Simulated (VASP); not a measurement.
# GaAs (zincblende type) (F-43m) in VASP: relaxation of cell and atoms with LDA

Aim: the relaxation of cell and atoms of GaAs (zincblende type) with LDA.

All numbers are computed with VASP 6.6.1; they aren't measurements. Logs are shortened: lines on timing, memory, paths and dates and some standing lists are left out, and cuts for length are marked.

### Step 1. The cell of the first run

It takes space group F-43m (No. 216, cubic). The conventional cell has a = 5.795 Å, b = 5.795 Å, c = 5.795 Å, α = 90.00°, β = 90.00°, γ = 90.00°. Within 3.3 Å of Ga (site symmetry -43m) lie 4 As at 2.51 Å. As (site symmetry -43m) has 4 Ga at 2.51 Å within 3.3 Å.

### Step 2. Relaxation of cell and atoms, LDA

File INCAR:

```
SYSTEM = GaAs
PREC = Accurate
ENCUT = 600
EDIFF = 1E-7
ISMEAR = -1
SIGMA = 0.08
LREAL = .FALSE.
LASPH = .TRUE.
NELM = 60
ALGO = Normal
ISIF = 3
LWAVE = .FALSE.
LCHARG = .FALSE.
GGA = CA
IBRION = 2
NSW = 60
EDIFFG = -0.005
```

File KPOINTS:

```
Automatic mesh
0
G
  13 13 13
  0 0 0
```

File POSCAR:

```
GaAs
1.0
    0.0000000000      2.8976292420      2.8976292420
    2.8976292420      0.0000000000      2.8976292420
    2.8976292420      2.8976292420      0.0000000000
Ga As
1 1
Direct
    0.0000000000      0.0000000000      0.0000000000
    0.2500000000      0.2500000000      0.2500000000
```

Potentials or basis: VASP PAW LDA potentials, release 64 (Ga_d, As).

Launch:

```console
> cat potpaw_LDA.64/Ga_d/POTCAR potpaw_LDA.64/As/POTCAR > POTCAR
> mpirun -np 1 vasp_std > vasp.out
```

OUTCAR:

```text
SYSTEM = GaAs
   PREC = Accurate
   ENCUT = 600
   EDIFF = 1E-7
   ISMEAR = -1
   LREAL = .FALSE.
   LASPH = .TRUE.
   NELM = 60
   ISIF = 3
   GGA = CA
   IBRION = 2
   NSW = 60
   EDIFFG = -0.005

 ion  position               nearest neighbor table
   1  0.000  0.000  0.000-   2 2.51   2 2.51   2 2.51   2 2.51
   2  0.250  0.250  0.250-   1 2.51   1 2.51   1 2.51   1 2.51

  LATTYP: Found a face centered cubic cell.
 ALAT       =     5.7952584840

  Lattice vectors:

 A1 = (   0.0000000000,   2.8976292420,   2.8976292420)
 A2 = (   2.8976292420,   0.0000000000,   2.8976292420)
 A3 = (   2.8976292420,   2.8976292420,   0.0000000000)

Analysis of symmetry for initial positions (statically):
=====================================================================
 Subroutine PRICEL returns:
 Original cell was already a primitive cell.

 Routine SETGRP: Setting up the symmetry group for a
 face centered cubic supercell.

 Subroutine GETGRP returns: Found 24 space group operations
 (whereof 24 operations were pure point group operations)
 out of a pool of 48 trial point group operations.

The static configuration has the point symmetry T_d .

Analysis of symmetry for dynamics (positions and initial velocities):
=====================================================================
 Subroutine PRICEL returns:
 Original cell was already a primitive cell.

 Routine SETGRP: Setting up the symmetry group for a
 face centered cubic supercell.

 Subroutine GETGRP returns: Found 24 space group operations
 (whereof 24 operations were pure point group operations)
 out of a pool of 48 trial point group operations.

The dynamic configuration has the point symmetry T_d .

 Subroutine INISYM returns: Found 24 space group operations
 (whereof 24 operations are pure point group operations),
 and found     1 'primitive' translations

----------------------------------------------------------------------------------------

                                     Primitive cell

  volume of cell :      48.6585

  direct lattice vectors                    reciprocal lattice vectors
     0.000000000  2.897629242  2.897629242    -0.172554857  0.172554857  0.172554857
     2.897629242  0.000000000  2.897629242     0.172554857 -0.172554857  0.172554857
     2.897629242  2.897629242  0.000000000     0.172554857  0.172554857 -0.172554857

  length of vectors
     4.097866573  4.097866573  4.097866573     0.298873780  0.298873780  0.298873780

  position of ions in fractional coordinates (direct lattice)
     0.000000000  0.000000000  0.000000000
     0.250000000  0.250000000  0.250000000

  ion indices of the primitive-cell ions
   primitive index   ion index
                 1           1
                 2           2

----------------------------------------------------------------------------------------

 KPOINTS: Automatic mesh

Automatic generation of k-mesh.
 Grid dimensions read from file:
 generate k-points for:   13   13   13

 Generating k-lattice:

  Cartesian coordinates                     Fractional coordinates (reciprocal lattice)
    -0.013273451  0.013273451  0.013273451     0.076923077  0.000000000  0.000000000
     0.013273451 -0.013273451  0.013273451     0.000000000  0.076923077  0.000000000
     0.013273451  0.013273451 -0.013273451     0.000000000  0.000000000  0.076923077

  Length of vectors
     0.022990291  0.022990291  0.022990291

  Shift w.r.t. Gamma in fractional coordinates (k-lattice)
     0.000000000  0.000000000  0.000000000

 Subroutine IBZKPT returns following result:
 ===========================================

 Found     84 irreducible k-points:

 Following reciprocal coordinates:
            Coordinates               Weight
  0.000000  0.000000  0.000000      1.000000
  0.076923  0.000000  0.000000      8.000000
  0.153846  0.000000  0.000000      8.000000
  0.230769  0.000000  0.000000      8.000000
  0.307692  0.000000  0.000000      8.000000
  0.384615  0.000000  0.000000      8.000000
[... 16 lines left out ...]
  0.384615  0.153846  0.000000     24.000000
  0.461538  0.153846  0.000000     24.000000
 [... further k-points ...]
   k-points           NKPTS =     84   k-points in BZ     NKDIM =     84   number of bands    NBANDS=     13
   number of dos      NEDOS =    301   number of ions     NIONS =      2
   total plane-waves  NPLWV =  46656
   dimension x,y,z NGX =    36 NGY =   36 NGZ =   36
   dimension x,y,z NGXF=    72 NGYF=   72 NGZF=   72
   ions per type =               1   1
   NGX,Y,Z   is equivalent  to a cutoff of  14.60, 14.60, 14.60 a.u.
   NGXF,Y,Z  is equivalent  to a cutoff of  29.21, 29.21, 29.21 a.u.
 SYSTEM =  GaAs
   PREC   = accura    normal or accurate (medium, high low for compatibility)
   ISTART =      0    job   : 0-new  1-cont  2-samecut
   ICHARG =      2    charge: 1-file 2-atom 10-const
   ISPIN  =      1    spin polarized calculation?
   LNONCOLLINEAR =      F non collinear calculations
   LSORBIT =      F    spin-orbit coupling
   LASPH  =      T    aspherical Exc in radial PAW
   ENCUT  =  600.0 eV  44.10 Ry    6.64 a.u.   8.18  8.18  8.18*2*pi/ulx,y,z
   NELM   =     60;   NELMIN=  2; NELMDL= -5     # of ELM steps
   EDIFF  = 0.1E-06   stopping-criterion for ELM
   LREAL  =      F    real-space projection
   EDIFFG = -.5E-02   stopping-criterion for IOM
   NSW    =     60    number of steps for IOM
   IBRION =      2    ionic relax: 0-MD 1-quasi-New 2-CG
   NFREE  =      1    steps in history (QN), initial steepest desc. (CG)
   ISIF   =      3    stress and relaxation
   ISYM   =      2    0-nonsym 1-usesym 2-fastsym
   POTIM  = 0.5000    time-step for ionic-motion
   TEBEG  =    0.0;   TEEND  =   0.0 temperature during run
   PSTRESS=    0.0 pullay stress
   NELECT =      18.0000    total number of electrons
   NUPDOWN=      -1.0000    fix difference up-down
   EMIN   =  10.00;   EMAX   =-10.00  energy-range for DOS
   EFERMI =   0.00;   METHOD = LEGACY
   ISMEAR =    -1;   SIGMA  =   0.08  broadening in eV -4-tet -1-fermi 0-gaus
   EFERMI_NEDOS =   21; number of points for ismear=-14 and -15
   IALGO  =     38    algorithm
   IMIX   =      4    mixing-type and parameters
     AMIX     =   0.40;   BMIX     =  1.00
     AMIX_MAG =   1.60;   BMIX_MAG =  1.00
  volume/ion in A,a.u.               =      24.33       164.18
  Fermi-wavevector in a.u.,A,eV,Ry     =   1.175203  2.220811 18.791031  1.381102
  Thomas-Fermi vector in A             =   2.311587
   LORBIT       =      0    0 simple, 1 ext, 2 COOP (PROOUT), +10 PAW based schemes
   GGA     = CA    functional components
   LHFCALC =     F    Hartree Fock is set to
   AEXX    =    0.0000 exact exchange contribution
   IVDW    =     0    specifies the selected vdW correction
   LEPSILON=     F    determine dielectric tensor
   LRPA    =     F    only Hartree local field effects (RPA)
 conjugate gradient relaxation of ions
 non-spin polarized calculation
  energy-cutoff  :      600.00
  volume of cell :       48.66
 maximum number of plane-waves:      1639
 NGX is ok and might be reduce to    36
   NGX = 17   NGY = 17   NGZ = 17

--------------------------------------- Ionic step        1  -------------------------------------------

 number of electron      18.0000005 magnetization

 Free energy of the ion-electron system (eV)
  ---------------------------------------------------
  ext. energy  EPLUGINS =         0.00000000
  ---------------------------------------------------
  free energy    TOTEN  =        -9.55501482 eV

  energy without entropy =       -9.55462492  energy(sigma->0) =       -9.55481987

 E-fermi :   3.3288     XC(G=0):  -9.5899

 val. band max:        3.1198154689   @ k =   0.0000   0.0000   0.0000
 cond. band min:       3.7969695366   @ k =   0.4615   0.0000   0.0000
 fundamental gap:      0.6771540677
 Fermi energy:         3.3287620845

 k-point     1 :       0.0000    0.0000    0.0000
  band No.  band energies     occupation
      1     -11.6875      2.00000
      2     -11.6875      2.00000
      3     -11.6875      2.00000
      4     -11.6256      2.00000
      5     -11.6256      2.00000
      6      -9.1391      2.00000
      7       2.9134      1.98893
      8       3.1198      1.86324
      9       3.1198      1.86324
     10       3.1198      1.86324
     11       6.7690      0.00000
     12       6.7690      0.00000
     13       6.7690      0.00000

 k-point     2 :       0.0769    0.0000    0.0000
  band No.  band energies     occupation
      1     -11.6910      2.00000
      2     -11.6864      2.00000
      3     -11.6864      2.00000
      4     -11.6257      2.00000
      5     -11.6257      2.00000
      6      -9.0768      2.00000
      7       1.8166      2.00000
      8       3.0326      1.95183
      9       3.0326      1.95183
     10       3.9495      0.00085
     11       6.8452      0.00000
     12       6.9007      0.00000
     13       6.9007      0.00000
[... 794 lines left out ...]
 VOLUME and BASIS-vectors are now :
 -----------------------------------------------------------------------------
  energy-cutoff  :      600.00
  volume of cell :       42.78
      direct lattice vectors                 reciprocal lattice vectors
     0.000000000  2.775905418  2.775905418    -0.180121411  0.180121411  0.180121411
     2.775905418  0.000000000  2.775905418     0.180121411 -0.180121411  0.180121411
     2.775905418  2.775905418 -0.000000000     0.180121411  0.180121411 -0.180121411

 POSITION                                       TOTAL-FORCE (eV/Angst)
 -----------------------------------------------------------------------------------
      2.77591      0.00000      2.77591        -0.000000     -0.000000     -0.000000
      1.38795      1.38795      1.38795         0.000000      0.000000      0.000000
 -----------------------------------------------------------------------------------
    total drift:                               -0.000000     -0.000000     -0.000000

  FREE ENERGIE OF THE ION-ELECTRON SYSTEM (eV)
  ---------------------------------------------------
  free  energy   TOTEN  =        -9.6323537339 eV

  energy  without entropy=       -9.6323177886  energy(sigma->0) =       -9.63233576

--------------------------------------- Ionic step        3  -------------------------------------------

 number of electron      17.9999998 magnetization

 Free energy of the ion-electron system (eV)
  ---------------------------------------------------
  ext. energy  EPLUGINS =         0.00000000
  ---------------------------------------------------
  free energy    TOTEN  =        -9.64297812 eV

  energy without entropy =       -9.64287570  energy(sigma->0) =       -9.64292691

 E-fermi :   4.3753     XC(G=0): -10.0134

 val. band max:        4.0198157886   @ k =   0.0000   0.0000   0.0000
 cond. band min:       4.5245565152   @ k =   0.0000   0.0000   0.0000
 fundamental gap:      0.5047407266
 Fermi energy:         4.3753022427

 k-point     1 :       0.0000    0.0000    0.0000
  band No.  band energies     occupation
      1     -10.9503      2.00000
      2     -10.9503      2.00000
      3     -10.9503      2.00000
      4     -10.8665      2.00000
      5     -10.8665      2.00000
      6      -8.9101      2.00000
      7       4.0198      1.97677
      8       4.0198      1.97677
      9       4.0198      1.97677
     10       4.5246      0.26809
     11       7.6999      0.00000
     12       7.6999      0.00000
     13       7.6999      0.00000

 k-point     2 :       0.0769    0.0000    0.0000
  band No.  band energies     occupation
      1     -10.9561      2.00000
      2     -10.9488      2.00000
      3     -10.9488      2.00000
      4     -10.8666      2.00000
      5     -10.8666      2.00000
      6      -8.8380      2.00000
      7       2.8924      2.00000
      8       3.9174      1.99349
      9       3.9174      1.99349
     10       5.3199      0.00001
     11       7.8253      0.00000
     12       7.8503      0.00000
     13       7.8503      0.00000
[... 365 lines left out ...]
 VOLUME and BASIS-vectors are now :
 -----------------------------------------------------------------------------
  energy-cutoff  :      600.00
  volume of cell :       44.16
      direct lattice vectors                 reciprocal lattice vectors
     0.000000000  2.805458923  2.805458923    -0.178223960  0.178223960  0.178223960
     2.805458923  0.000000000  2.805458923     0.178223960 -0.178223960  0.178223960
     2.805458923  2.805458923 -0.000000000     0.178223960  0.178223960 -0.178223960

 POSITION                                       TOTAL-FORCE (eV/Angst)
 -----------------------------------------------------------------------------------
      0.00000      0.00000      0.00000        -0.000000     -0.000000     -0.000000
      1.40273      1.40273      1.40273         0.000000      0.000000      0.000000
 -----------------------------------------------------------------------------------
    total drift:                                0.000000      0.000000      0.000000

  FREE ENERGIE OF THE ION-ELECTRON SYSTEM (eV)
  ---------------------------------------------------
  free  energy   TOTEN  =        -9.6429781167 eV

  energy  without entropy=       -9.6428757043  energy(sigma->0) =       -9.64292691

 reached required accuracy - stopping structural energy minimisation
```

Wall time 4.2 min (1 thread of Intel Xeon 8259CL, shared host); peak memory 0.23 GiB.

Results:

```yaml
Free_energy: -9.6430 eV
Relaxed_volume: 22.08 Å³/atom
Relaxed_cell: a = 3.968 Å, b = 3.968 Å, c = 3.968 Å, α = 60.00°, β = 60.00°, γ = 60.00°
Space_group_after_relaxing_to_0.1_Å: F-43m (No. 216)
Energy_gained_by_relaxing: 44.0 meV/atom
Ionic_steps: 3
Pressure_after_relaxing: 0.0 GPa
Band_gap_on_the_k_mesh: 0.50 eV
```

Step by step:
```tsv
step	energy change (eV)	largest force (eV/Å)	pressure (GPa)	volume (Å³)
1	0.0000	0.0000	-5.73	48.66
2	-0.0773	0.0000	2.54	42.78
3	-0.0880	0.0000	-0.01	44.16
```

Final structure:
```xyz
2
Lattice="0.0000 2.8055 2.8055 2.8055 0.0000 2.8055 2.8055 2.8055 0.0000" Properties=species:S:1:pos:R:3 pbc="T T T"
Ga    0.0000    0.0000    0.0000
As    1.4027    1.4027    1.4027
```

Caveat: semilocal functionals underestimate gaps, and a narrow one can read as zero; an odd mesh through Γ misses points on the zone boundary, where band edges can lie.
